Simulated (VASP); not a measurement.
Here is a VASP 6.6.1 calculation.

INCAR

```
SYSTEM = Yb
  PREC = Accurate
  ENCUT = 520
  EDIFF = 1E-7
  ISMEAR = -1
  SIGMA = 0.1
  LREAL = .FALSE.
  LASPH = .TRUE.
  NELM = 100
  ALGO = Normal
  ISIF = 2
  LWAVE = .FALSE.
  LCHARG = .FALSE.
  GGA = RP
  NBANDS = 31
```

Contents of KPOINTS:

```
regular mesh
0
G
  11 11 6
  0 0 0
```

Contents of POSCAR:

```
Yb
1.0
    3.8408692608      0.0000000000      0.0000000000
   -1.9204346304      3.3262903525      0.0000000000
    0.0000000000      0.0000000000      6.3223651929
Yb
2
Direct
    0.3333333333      0.6666666667      0.2500000000
    0.6666666667      0.3333333333      0.7500000000
```

Potentials or basis: VASP PAW PBE potentials, release 64 (Yb).

Command:

```sh
$ cat potpaw_PBE.64/Yb/POTCAR > POTCAR
$ mpirun -np 1 vasp_std > vasp.out
```

(1) What does it give for the band gap on the k mesh?

(2) Predict the pressure.

Results:

(1) zero (bands 24 and 25 overlap by 0.11 eV).

(2) -1.0 GPa.

Caveat: the PAW data sets were made with another functional, which shifts forces and pressure a little; spin-orbit coupling is left out, which moves the levels of the heavy elements.
